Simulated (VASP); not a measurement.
Write the native input for VASP 6.6.1 that does the following.

| Quantity | Value |
| --- | --- |
| Task | relaxation of shape and atoms at fixed volume |
| Functional | PBE |
| Potentials or basis | VASP PAW PBE potentials, release 64 (In_d) |
| Cutoff | 600 eV |
| k mesh | 8 × 8 × 10 |
| Occupations | fermi-dirac, width 0.1 eV |
| Spin | no spin polarisation |
| Dipole correction | no |
| Further INCAR settings | ALGO = Normal; EDIFF = 1e-06; IBRION = 2; EDIFFG = -0.005; NSW = 50; ISIF = 4 |

The structure of In lies in POSCAR:

```
In
1.0
    3.9793375890      0.0000000000      0.0000000000
   -1.9896687945      3.4462074423      0.0000000000
    0.0000000000      0.0000000000      2.4449709397
In
3
Direct
    0.0000000000      0.0000000000      0.0000000000
    0.3333333333      0.6666666667      0.5000000000
    0.6666666667      0.3333333333      0.5000000000
```

This isn't the form of In at room conditions, which is tetragonal.

One way to write it, as run:

INCAR

```
SYSTEM = In
PREC = Accurate ; ENCUT = 600
EDIFF = 1E-6 ; ISMEAR = -1
SIGMA = 0.1 ; LREAL = .FALSE.
LASPH = .TRUE. ; NELM = 80
ALGO = Normal ; ISIF = 4
LWAVE = .FALSE. ; LCHARG = .FALSE.
GGA = PE ; IBRION = 2
NSW = 50 ; EDIFFG = -0.005
```

KPOINTS

```
Automatic mesh
0
G
  8 8 10
  0 0 0
```

Potentials or basis: VASP PAW PBE potentials, release 64 (In_d).

Run with:

```sh
$ cat potpaw_PBE.64/In_d/POTCAR > POTCAR
$ mpirun -np 1 vasp_std > vasp.out
```

Results of the run:

```
Energy gained by relaxing : 11.7 meV/atom
Ionic steps               : 17
Pressure after relaxing   : 329.4 GPa
```

Caveat: the highest band is partly filled, so the run has too few bands.

It took 4.3 min on 1 thread of Intel Xeon 8259CL (shared host), peak memory 0.18 GiB.
